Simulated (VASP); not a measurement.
# NiS (P6_3/mmc) in VASP: a series of runs

NiS is run at these levels: LDA+U; tasks: single point.

All numbers are computed with VASP 6.6.1; they aren't measurements. Logs are shortened: lines on timing, memory, paths and dates and some standing lists are left out, and cuts for length are marked.

## 1. The cell of the first run

It takes space group P6_3/mmc (No. 194, hexagonal). Conventional cell: a = 3.420 Å, b = 3.420 Å, c = 5.300 Å, α = 90.00°, β = 90.00°, γ = 120.00°. Within 3.1 Å of Ni (site symmetry -3m) lie 6 S at 2.38 Å and 2 Ni at 2.65 Å. Within 3.1 Å of S (site symmetry -6m2) lie 6 Ni at 2.38 Å.

## 2. Single point, LDA+U, collinear spin, ferromagnetic start

Input file INCAR:

```
SYSTEM = NiS
PREC = Accurate ; ENCUT = 520
EDIFF = 1E-6 ; ISMEAR = 0
SIGMA = 0.03 ; LREAL = .False.
LASPH = .True. ; NELM = 150
ALGO = Normal ; ISIF = 2
LWAVE = .False. ; LCHARG = .False.
ISPIN = 2 ; MAGMOM = 1.33 1.33 0.22 0.22
LORBIT = 11 ; LMAXMIX = 4
LDAU = .True. ; LDAUTYPE = 2
LDAUL = 2 -1 ; LDAUU = 6.2 0
LDAUJ = 0 0 ; LDAUPRINT = 1
GGA = CA ; NBANDS = 28
```

Input file KPOINTS:

```
Automatic mesh
0
Gamma
  8 8 5
  0 0 0
```

Input file POSCAR:

```
NiS
1.0
    3.4200013500      0.0000000000      0.0000000000
   -1.7100006800      2.9618080500      0.0000000000
    0.0000000000      0.0000000000      5.3000000000
Ni S
2 2
Direct
    0.0000000000      0.0000000000      0.0000000000
    0.0000000000      0.0000000000      0.5000000000
    0.3333333300      0.6666666700      0.2500000000
    0.6666666700      0.3333333300      0.7500000000
```

Potentials or basis: VASP PAW LDA potentials, release 64 (Ni, S).

Run with:

```console
$ cat potpaw_LDA.64/Ni/POTCAR potpaw_LDA.64/S/POTCAR > POTCAR
$ mpirun -np 1 vasp_std > vasp.out
```

OUTCAR:

```text
SYSTEM = NiS
   PREC = Accurate
   ENCUT = 520
   EDIFF = 1E-6
   ISMEAR = 0
   LREAL = .False.
   LASPH = .True.
   NELM = 150
   ISIF = 2
   ISPIN = 2
   LORBIT = 11
   GGA = CA

 ion  position               nearest neighbor table
   1  0.000  0.000  0.000-   3 2.38   4 2.38   4 2.38   3 2.38   4 2.38   3 2.38   2 2.65   2 2.65

   2  0.000  0.000  0.500-   3 2.38   4 2.38   4 2.38   3 2.38   4 2.38   3 2.38   1 2.65   1 2.65

   3  0.333  0.667  0.250-   1 2.38   2 2.38   1 2.38   2 2.38   1 2.38   2 2.38
   4  0.667  0.333  0.750-   1 2.38   2 2.38   1 2.38   2 2.38   1 2.38   2 2.38

  LATTYP: Found a hexagonal cell.
 ALAT       =     3.4200013500
 C/A-ratio  =     1.5497069906

  Lattice vectors:

 A1 = (   3.4200013500,   0.0000000000,   0.0000000000)
 A2 = (  -1.7100006800,   2.9618080500,   0.0000000000)
 A3 = (   0.0000000000,   0.0000000000,   5.3000000000)

Analysis of symmetry for initial positions (statically):
=====================================================================
 Subroutine PRICEL returns:
 Original cell was already a primitive cell.

 Routine SETGRP: Setting up the symmetry group for a
 hexagonal supercell.

 Subroutine GETGRP returns: Found 24 space group operations
 (whereof 12 operations were pure point group operations)
 out of a pool of 24 trial point group operations.

The static configuration has the point symmetry D_3d.
 The point group associated with its full space group is D_6h.

Analysis of symmetry for dynamics (positions and initial velocities):
=====================================================================
 Subroutine PRICEL returns:
 Original cell was already a primitive cell.

 Routine SETGRP: Setting up the symmetry group for a
 hexagonal supercell.

 Subroutine GETGRP returns: Found 24 space group operations
 (whereof 12 operations were pure point group operations)
 out of a pool of 24 trial point group operations.

The dynamic configuration has the point symmetry D_3d.
 The point group associated with its full space group is D_6h.

Analysis of structural, dynamic, and magnetic symmetry:
=====================================================================
 Subroutine PRICEL returns:
 Original cell was already a primitive cell.

 Routine SETGRP: Setting up the symmetry group for a
 hexagonal supercell.

 Subroutine GETGRP returns: Found 24 space group operations
 (whereof 12 operations were pure point group operations)
 out of a pool of 24 trial point group operations.

The overall configuration has the point symmetry D_3d.
 The point group associated with its full space group is D_6h.

 Subroutine INISYM returns: Found 24 space group operations
 (whereof 12 operations are pure point group operations),
 and found     1 'primitive' translations

----------------------------------------------------------------------------------------

                                     Primitive cell

  volume of cell :      53.6858

  direct lattice vectors                    reciprocal lattice vectors
     3.420001350  0.000000000  0.000000000     0.292397545  0.168815802  0.000000000
    -1.710000680  2.961808050  0.000000000     0.000000000  0.337631603  0.000000000
     0.000000000  0.000000000  5.300000000     0.000000000  0.000000000  0.188679245

  length of vectors
     3.420001350  3.420001352  5.300000000     0.337631603  0.337631603  0.188679245

[... 139 lines left out ...]
spin component  2

  0.7321  0.0000  0.0000  0.3091  0.0000
  0.0000  0.5341 -0.0000 -0.0000  0.3091
  0.0000 -0.0000  0.9639  0.0000 -0.0000
  0.3091 -0.0000  0.0000  0.5341 -0.0000
  0.0000  0.3091 -0.0000 -0.0000  0.7321

 occupancies and eigenvectors

  o =  0.3085  v =  0.0000  0.0000  0.0000  0.0000  0.0000  0.4136 -0.5756 -0.0000 -0.5668  0.4200      0.0000  0.0000  0.0000  0.0000  0.0000  0.0000  0.0000  0.0000  0.0000  0.0000
  o =  0.3085  v =  0.0000  0.0000  0.0000  0.0000  0.0000 -0.4200 -0.5668  0.0000  0.5756  0.4136      0.0000  0.0000  0.0000  0.0000  0.0000  0.0000  0.0000  0.0000  0.0000  0.0000
  o =  0.9576  v =  0.0000  0.0000  0.0000  0.0000  0.0000 -0.5668 -0.4200  0.0000 -0.4136 -0.5756      0.0000  0.0000  0.0000  0.0000  0.0000  0.0000  0.0000  0.0000  0.0000  0.0000
  o =  0.9576  v =  0.0000  0.0000  0.0000  0.0000  0.0000  0.5756 -0.4136 -0.0000  0.4200 -0.5668      0.0000  0.0000  0.0000  0.0000  0.0000  0.0000  0.0000  0.0000  0.0000  0.0000
  o =  0.9639  v =  0.0000  0.0000  0.0000  0.0000  0.0000  0.0000 -0.0000  1.0000  0.0000 -0.0000      0.0000  0.0000  0.0000  0.0000  0.0000  0.0000  0.0000  0.0000  0.0000  0.0000
  o =  0.9692  v =  0.5780  0.4040 -0.0000  0.3978  0.5869  0.0000  0.0000  0.0000  0.0000  0.0000      0.0000  0.0000  0.0000  0.0000  0.0000  0.0000  0.0000  0.0000  0.0000  0.0000
  o =  0.9692  v = -0.5869  0.3978  0.0000 -0.4040  0.5780  0.0000  0.0000  0.0000  0.0000  0.0000      0.0000  0.0000  0.0000  0.0000  0.0000  0.0000  0.0000  0.0000  0.0000  0.0000
  o =  0.9728  v =  0.0000 -0.0000  1.0000  0.0000 -0.0000  0.0000  0.0000  0.0000  0.0000  0.0000      0.0000  0.0000  0.0000  0.0000  0.0000  0.0000  0.0000  0.0000  0.0000  0.0000
  o =  1.0137  v =  0.3978 -0.5869  0.0000 -0.5780  0.4040  0.0000  0.0000  0.0000  0.0000  0.0000      0.0000  0.0000  0.0000  0.0000  0.0000  0.0000  0.0000  0.0000  0.0000  0.0000
  o =  1.0137  v = -0.4040 -0.5780 -0.0000  0.5869  0.3978  0.0000  0.0000  0.0000  0.0000  0.0000      0.0000  0.0000  0.0000  0.0000  0.0000  0.0000  0.0000  0.0000  0.0000  0.0000

atom =   2  type =  1  l = 2

 onsite density matrix

spin component  1

  0.9835  0.0000  0.0000  0.0208 -0.0000
  0.0000  0.9994 -0.0000 -0.0000  0.0208
  0.0000 -0.0000  0.9728  0.0000 -0.0000
  0.0208 -0.0000  0.0000  0.9994 -0.0000
 -0.0000  0.0208 -0.0000 -0.0000  0.9835

spin component  2

  0.7321 -0.0000  0.0000 -0.3091  0.0000
 -0.0000  0.5341  0.0000 -0.0000 -0.3091
  0.0000  0.0000  0.9639 -0.0000 -0.0000
 -0.3091 -0.0000 -0.0000  0.5341  0.0000
  0.0000 -0.3091 -0.0000  0.0000  0.7321

 occupancies and eigenvectors

  o =  0.3085  v =  0.0000  0.0000  0.0000  0.0000  0.0000 -0.4136 -0.5756  0.0000 -0.5668 -0.4200      0.0000  0.0000  0.0000  0.0000  0.0000  0.0000  0.0000  0.0000  0.0000  0.0000
  o =  0.3085  v =  0.0000  0.0000  0.0000  0.0000  0.0000 -0.4200  0.5668  0.0000 -0.5756  0.4136      0.0000  0.0000  0.0000  0.0000  0.0000  0.0000  0.0000  0.0000  0.0000  0.0000
  o =  0.9576  v =  0.0000  0.0000  0.0000  0.0000  0.0000  0.5668 -0.4200 -0.0000 -0.4136  0.5756      0.0000  0.0000  0.0000  0.0000  0.0000  0.0000  0.0000  0.0000  0.0000  0.0000
  o =  0.9576  v =  0.0000  0.0000  0.0000  0.0000  0.0000 -0.5756 -0.4136  0.0000  0.4200  0.5668      0.0000  0.0000  0.0000  0.0000  0.0000  0.0000  0.0000  0.0000  0.0000  0.0000
  o =  0.9639  v =  0.0000  0.0000  0.0000  0.0000  0.0000  0.0000  0.0000  1.0000 -0.0000 -0.0000      0.0000  0.0000  0.0000  0.0000  0.0000  0.0000  0.0000  0.0000  0.0000  0.0000
  o =  0.9692  v =  0.5780 -0.4040 -0.0000 -0.3978  0.5869  0.0000  0.0000  0.0000  0.0000  0.0000      0.0000  0.0000  0.0000  0.0000  0.0000  0.0000  0.0000  0.0000  0.0000  0.0000
  o =  0.9692  v = -0.5869 -0.3978  0.0000  0.4040  0.5780  0.0000  0.0000  0.0000  0.0000  0.0000      0.0000  0.0000  0.0000  0.0000  0.0000  0.0000  0.0000  0.0000  0.0000  0.0000
  o =  0.9728  v =  0.0000  0.0000  1.0000 -0.0000 -0.0000  0.0000  0.0000  0.0000  0.0000  0.0000      0.0000  0.0000  0.0000  0.0000  0.0000  0.0000  0.0000  0.0000  0.0000  0.0000
  o =  1.0137  v =  0.3978  0.5869  0.0000  0.5780  0.4040  0.0000  0.0000  0.0000  0.0000  0.0000      0.0000  0.0000  0.0000  0.0000  0.0000  0.0000  0.0000  0.0000  0.0000  0.0000
  o =  1.0137  v = -0.4040  0.5780 -0.0000 -0.5869  0.3978  0.0000  0.0000  0.0000  0.0000  0.0000      0.0000  0.0000  0.0000  0.0000  0.0000  0.0000  0.0000  0.0000  0.0000  0.0000

 number of electron      31.9999978 magnetization       3.7327335

 Free energy of the ion-electron system (eV)
  ---------------------------------------------------
  ext. energy  EPLUGINS =         0.00000000
  ---------------------------------------------------
  free energy    TOTEN  =       -17.49100692 eV

  energy without entropy =      -17.49006065  energy(sigma->0) =      -17.49053378

 E-fermi :   8.1683     XC(G=0): -12.0729

 val. band max:        8.1507431171   @ k =   0.3750   0.2500   0.4000
 cond. band min:       8.1827274570   @ k =   0.3750   0.1250   0.0000
 fundamental gap:      0.0319843399
 Fermi energy:         8.1683271393

 spin component 1

 k-point     1 :       0.0000    0.0000    0.0000
  band No.  band energies     occupation
      1      -7.1422      1.00000
      2      -4.7148      1.00000
      3       0.2396      1.00000
      4       0.6032      1.00000
      5       0.6032      1.00000
      6       1.7754      1.00000
[... 1481 lines left out ...]
     27      20.9089      0.00000
     28      22.0704      0.00000

 [... further k-points ...]
[... 5 lines left out ...]
  --------------------------------------------------------------------------------------
  -------------------------------------------------------------------------------------
  Total       -0.2994686     -0.2994686      0.7843646      0.0000000      0.0000000     -0.0000000
  in kB       -8.9372277     -8.9372277     23.4082797      0.0000000      0.0000000     -0.0000000
  external PRESSURE =       1.8446081 kB  Pullay stress =       0.0000000 kB

 VOLUME and BASIS-vectors are now :
 -----------------------------------------------------------------------------
  energy-cutoff  :      520.00
  volume of cell :       53.69
      direct lattice vectors                 reciprocal lattice vectors
     3.420001350  0.000000000  0.000000000     0.292397545  0.168815802  0.000000000
    -1.710000680  2.961808050  0.000000000     0.000000000  0.337631603  0.000000000
     0.000000000  0.000000000  5.300000000     0.000000000  0.000000000  0.188679245

 POSITION                                       TOTAL-FORCE (eV/Angst)
 -----------------------------------------------------------------------------------
      0.00000      0.00000      0.00000        -0.000000      0.000000      0.000000
      0.00000      0.00000      2.65000        -0.000000      0.000000      0.000000
     -0.00000      1.97454      1.32500         0.000000      0.000000     -0.000000
      1.71000      0.98727      3.97500        -0.000000     -0.000000      0.000000
 -----------------------------------------------------------------------------------
    total drift:                               -0.000000      0.000000      0.000000

  FREE ENERGIE OF THE ION-ELECTRON SYSTEM (eV)
  ---------------------------------------------------
  free  energy   TOTEN  =       -17.4910069162 eV

  energy  without entropy=      -17.4900606450  energy(sigma->0) =      -17.49053378

 total charge

# of ion       s       p       d       tot
------------------------------------------
    1        0.396   0.479   8.404   9.279
    2        0.396   0.479   8.404   9.279
    3        1.323   2.420   0.000   3.743
    4        1.323   2.420   0.000   3.743
--------------------------------------------------
tot          3.437   5.799  16.808  26.045

 magnetization (x)

# of ion       s       p       d       tot
------------------------------------------
    1        0.015   0.030   1.440   1.485
    2        0.015   0.030   1.440   1.485
    3        0.035   0.228   0.000   0.263
    4        0.035   0.228   0.000   0.263
--------------------------------------------------
tot          0.101   0.514   2.880   3.496
```

It took 2.5 min on 1 thread of Intel Xeon Platinum 8259CL at 2.50GHz (Skylake/Cascade Lake), shared host; peak memory 0.19 GiB.

What came out:

| Quantity | Value |
| --- | --- |
| Free energy | -17.4910 eV |
| Pressure | 0.2 GPa |
| Net moment | 3.73 μB per cell |
| Site moments | Ni +1.49; S +0.26 μB |
| Valence electrons inside the program's atomic spheres | Ni 9.28; S 3.74 |

Levels at points of the mesh, in eV from the Fermi level:
Spin up:
```
           k point  band 16  band 17  band 18  band 19  band 20  band 21
(0.00, 0.00, 0.00)    -0.35     0.11     0.11     3.93     4.55     7.02
(0.50, 0.00, 0.00)    -3.35    -1.21     0.31     4.15     4.72     4.82
```
Spin down:
```tsv
k point	band 12	band 13	band 14	band 15	band 16	band 17
(0.00, 0.00, 0.00)	-0.72	-0.72	-0.25	-0.25	0.04	2.69
(0.50, 0.00, 0.00)	-3.03	-2.87	-2.47	-0.04	0.96	1.35
```

Eigenvalues of the final occupation matrices:
```csv
site,spin,trace,eigenvalues
site 1 d,1,4.94,0.97 0.97 0.97 1.01 1.01
site 1 d,2,3.50,0.31 0.31 0.96 0.96 0.96
site 2 d,1,4.94,0.97 0.97 0.97 1.01 1.01
site 2 d,2,3.50,0.31 0.31 0.96 0.96 0.96
```

The state reached can hang on the start; a lower one may exist.

## 3. Single point, LDA+U, collinear spin, ferromagnetic start

Input file INCAR:

```
PREC = Accurate ; ENCUT = 520
EDIFF = 1E-7 ; ISMEAR = 0
SIGMA = 0.03 ; LREAL = F
LASPH = T ; NELM = 150
ALGO = Normal ; ISIF = 2
LWAVE = F ; LCHARG = F
ISPIN = 2 ; MAGMOM = 2 2 0 0
LORBIT = 11 ; LMAXMIX = 4
LDAU = T ; LDAUTYPE = 2
LDAUL = 2 -1 ; LDAUU = 6.2 0
LDAUJ = 0 0 ; LDAUPRINT = 1
NBANDS = 28
```

Input file KPOINTS:

```
regular mesh
0
Gamma
  8 8 5
```

POSCAR is that of step 2.

Potentials or basis: VASP PAW LDA potentials, release 64 (Ni, S).

Run with:

```console
$ cat potpaw_LDA.64/Ni/POTCAR potpaw_LDA.64/S/POTCAR > POTCAR
$ mpirun -np 1 vasp_std > vasp.out
```

Wall time 2.1 min (1 thread of Intel Xeon Platinum 8259CL at 2.50GHz (Skylake/Cascade Lake), shared host); peak memory 0.19 GiB.

It converged, with:

```
Free energy                                           : -17.4910 eV
Pressure                                              : 0.1 GPa
Net moment                                            : 3.73 μB per cell
Site moments                                          : Ni +1.49; S +0.26 μB
Valence electrons inside the program's atomic spheres : Ni 9.28; S 3.74
```

Stress tensor (GPa, compression positive):
```
-1.00  0.00  0.00
 0.00 -1.00  0.00
 0.00  0.00  2.23
```

Levels at points of the mesh, in eV from the Fermi level:
Spin up:
```tsv
k point	band 15	band 16	band 17	band 18	band 19	band 20	band 21	band 22
(0.00, 0.00, 0.00)	-1.06	-0.35	0.11	0.11	3.93	4.55	7.02	7.02
(0.50, 0.00, 0.00)	-3.98	-3.35	-1.21	0.31	4.15	4.72	4.82	6.32
```
Spin down:
```csv
k point,band 11,band 12,band 13,band 14,band 15,band 16,band 17,band 18
"(0.00, 0.00, 0.00)",-2.63,-0.72,-0.72,-0.25,-0.25,0.04,2.69,2.69
"(0.50, 0.00, 0.00)",-3.64,-3.03,-2.88,-2.47,-0.04,0.96,1.35,2.95
```

Eigenvalues of the final occupation matrices:
| site | spin | trace | eigenvalues |
| --- | --- | --- | --- |
| site 1 d | 1 | 4.94 | 0.97 0.97 0.97 1.01 1.01 |
| site 1 d | 2 | 3.50 | 0.31 0.31 0.96 0.96 0.96 |
| site 2 d | 1 | 4.94 | 0.97 0.97 0.97 1.01 1.01 |
| site 2 d | 2 | 3.50 | 0.31 0.31 0.96 0.96 0.96 |

The state reached can hang on the start; a lower one may exist.

## 4. Single point, LDA+U, collinear spin, antiferromagnetic start

Input file INCAR:

```
PREC     = Accurate       # precision mode
ENCUT    = 520            # plane-wave cutoff, eV
EDIFF    = 1E-6           # SCF threshold, eV
ISMEAR   = 0              # smearing method
SIGMA    = 0.03           # smearing width, eV
LREAL    = False          # projectors in reciprocal space
LASPH    = True           # aspherical terms in the spheres
NELM     = 150            # most SCF steps
ALGO     = Normal         # electronic algorithm
ISIF     = 2              # what is computed and relaxed
LWAVE    = False          # write WAVECAR
LCHARG   = True           # write CHGCAR
ISPIN    = 2              # spin polarisation
MAGMOM   = 1.3 -1.3 0 0   # initial moments
LORBIT   = 11             # projections on sites
LMAXMIX  = 4              # l up to which the mixer works
LDAU     = True           # DFT+U
LDAUTYPE = 2            
LDAUL    = 2 -1           # shell
LDAUU    = 6.2 0          # U, eV
LDAUJ    = 0 0          
LDAUPRINT= 1            
GGA      = CA             # functional
LELF     = True           # ELF
LVHAR    = True         
NBANDS   = 28             # bands
```

Input file KPOINTS:

```
Automatic mesh
0
Gamma
  8 8 5
```

POSCAR is that of step 3.

Run with:

```console
$ cat potpaw_LDA.64/Ni/POTCAR potpaw_LDA.64/S/POTCAR > POTCAR
$ mpirun -np 1 vasp_std > vasp.out
```

It took 1.8 min on 1 thread of Intel Xeon Platinum 8259CL at 2.50GHz (Skylake/Cascade Lake), shared host; peak memory 0.19 GiB.

Results (log left out):

```yaml
Free_energy: -18.0841 eV
Pressure: -4.1 GPa
Band_gap_on_the_k_mesh: 0.88 eV (least direct gap 1.25 eV)
Net_moment: 0.00 μB per cell
Site_moments: Ni +1.28, -1.28; S +0.00 μB
Valence_electrons_inside_the_program's_atomic_spheres: Ni 9.32; S 3.72
```

Stress tensor (GPa, compression positive):
```
-4.11  0.00  0.00
 0.00 -4.11  0.00
 0.00  0.00 -3.94
```

Levels at points of the mesh, in eV from the valence-band top:
Spin up:
```csv
k point,band 13,band 14,band 15,band 16,band 17,band 18,band 19,band 20
"(0.00, 0.00, 0.00)",-1.91,-0.77,-0.77,-0.05,1.98,1.98,4.23,4.93
"(0.50, 0.00, 0.00)",-3.28,-3.05,-1.75,-1.45,1.28,2.24,4.62,5.14
```
Spin down:
```tsv
k point	band 13	band 14	band 15	band 16	band 17	band 18	band 19	band 20
(0.00, 0.00, 0.00)	-1.91	-0.77	-0.77	-0.05	1.98	1.98	4.23	4.93
(0.50, 0.00, 0.00)	-3.28	-3.05	-1.75	-1.45	1.28	2.24	4.62	5.14
```

Eigenvalues of the final occupation matrices:
| site | spin | trace | eigenvalues |
| --- | --- | --- | --- |
| site 1 d | 1 | 4.90 | 0.96 0.96 0.97 1.00 1.00 |
| site 1 d | 2 | 3.60 | 0.36 0.36 0.96 0.96 0.96 |
| site 2 d | 1 | 3.60 | 0.36 0.36 0.96 0.96 0.96 |
| site 2 d | 2 | 4.90 | 0.96 0.96 0.97 1.00 1.00 |

Caveat: the cell stands under tension; an odd mesh through Γ misses points on the zone boundary, where band edges can lie.
